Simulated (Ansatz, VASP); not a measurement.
**Two plane-wave programs on NaI**

Contents of INCAR:

```
  ALGO = Normal
  EDIFF = 1E-6
  ENCUT = 500
  GGA = PE
  GGA_COMPAT = F
  ISIF = 2
  ISMEAR = 0
  LASPH = T
  LCHARG = T
  LELF = T
  LREAL = F
  LVHAR = T
  LWAVE = F
  NBANDS = 14
  NELM = 120
  PREC = Accurate
  SIGMA = 0.01
```

File KPOINTS:

```
k-points
0
Gamma
  6 6 6
```

File POSCAR:

```
NaI
1.0
    0.0000000000      3.2311238621      3.2311238621
    3.2311238621      0.0000000000      3.2311238621
    3.2311238621      3.2311238621      0.0000000000
Na I
1 1
Direct
    0.0000000000      0.0000000000      0.0000000000
    0.5000000000      0.5000000000      0.5000000000
```

Input for Ansatz:

```yaml
crystal:
  lattice:
    - [0.0, 3.2311238621, 3.2311238621]
    - [3.2311238621, 0.0, 3.2311238621]
    - [3.2311238621, 3.2311238621, 0.0]
  atoms:
    - { symbol: Na, position: [0.0, 0.0, 0.0] }
    - { symbol: I, position: [0.5, 0.5, 0.5] }
kpoints:
  mp_grid: { grid: [6, 6, 6] }
hamiltonian:
  xc: pbe
scf:
  occupations: { method: fixed }
  n_extra_bands: 4
output:
  forces: true
  stress: true
  eigenvalues: true
```

Alike in both runs: task single point; functional PBE; k mesh 6 × 6 × 6; no spin polarisation.

|  | VASP | Ansatz |
| --- | --- | --- |
| version | VASP 6.6.1 | Ansatz 0.2.0 |
| potentials or method | VASP PAW PBE potentials, release 64 (Na_pv, I) | plane waves, PAW |
| plane-wave cutoff (eV) | 500 | 420 |
| occupations | gaussian, width 0.01 eV | fixed |
| valence electrons in the cell | 14 | 26 |

|  | VASP | Ansatz | Ansatz less VASP |
| --- | --- | --- | --- |
| gap on the k mesh at the Fermi level (eV) | 3.65 | 3.66 | +0.004 |
| pressure (GPa) | 0.5 | 0.5 | 0.00 |

VASP's potentials hold 14 valence electrons a cell and Ansatz's 26, so a difference there can come from the potentials and not from the codes.

Neither program's run includes spin-orbit coupling.
